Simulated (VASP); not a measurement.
A run of VASP 6.6.1:

File INCAR:

```
SYSTEM = Hf3N2
  ALGO = Normal
  EDIFF = 1E-7
  ENCUT = 520
  GGA = PS
  ISIF = 2
  ISMEAR = 0
  LASPH = .TRUE.
  LCHARG = .FALSE.
  LREAL = .FALSE.
  LWAVE = .FALSE.
  NBANDS = 28
  NELM = 60
  PREC = Accurate
  SIGMA = 0.1
```

KPOINTS

```
k-points
0
G
  18 18 18
  0 0 0
```

Contents of POSCAR:

```
Hf3N2
1.0
    1.5994260774      0.9234290764      7.7548432223
   -1.5994260774      0.9234290764      7.7548432223
    0.0000000000     -1.8468581527      7.7548432223
Hf N
3 2
Direct
    0.7794186600      0.7794186600      0.7794186600
    0.2205813400      0.2205813400      0.2205813400
    0.0000000000      0.0000000000      0.0000000000
    0.6119155300      0.6119155300      0.6119155300
    0.3880844700      0.3880844700      0.3880844700
```

Potentials or basis: VASP PAW PBE potentials, release 64 (Hf_pv, N).

Run with:

```bash
$ cat potpaw_PBE.64/Hf_pv/POTCAR potpaw_PBE.64/N/POTCAR > POTCAR
$ mpirun -np 1 vasp_std > vasp.out
```

Hardware: 1 thread of Intel(R) Xeon(R) 6975P-C (Granite Rapids) (shared host).

Question: Estimate the wall time of this run.

Answer: It took 36 min on 1 thread of Intel(R) Xeon(R) 6975P-C (Granite Rapids), on a shared host, peak memory 1.2 GiB. Counts: scf iterations 15, k points 580.
